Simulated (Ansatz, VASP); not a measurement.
## Two plane-wave programs on BaS

```xyz
2
Lattice="0.0000 3.5194 3.5194 3.5194 0.0000 3.5194 3.5194 3.5194 0.0000" Properties=species:S:1:pos:R:3 pbc="T T T"
Ba    0.0000    0.0000    0.0000
S     1.7597    1.7597    1.7597
```

Alike in both runs: task single point; functional PBE; k mesh 4 × 4 × 4; occupations gaussian, width 0.001 eV; no spin polarisation.

|  | VASP | Ansatz |
| --- | --- | --- |
| version | VASP 6.6.1 | Ansatz 0.2.0 |
| potentials or method | VASP PAW PBE potentials, release 64 (Ba_sv, S) | plane waves |
| plane-wave cutoff (eV) | 500 | 420 |
| valence electrons in the cell | 16 | 16 |

|  | VASP | Ansatz | Ansatz less VASP |
| --- | --- | --- | --- |
| gap on the k mesh at the Fermi level (eV) | 2.76 | 2.75 | -0.016 |
| pressure (GPa) | 0.4 | 0.0 | -0.41 |

The functional is the same, so the differences come from potentials, cutoffs and numerics.

Neither program's run includes spin-orbit coupling.
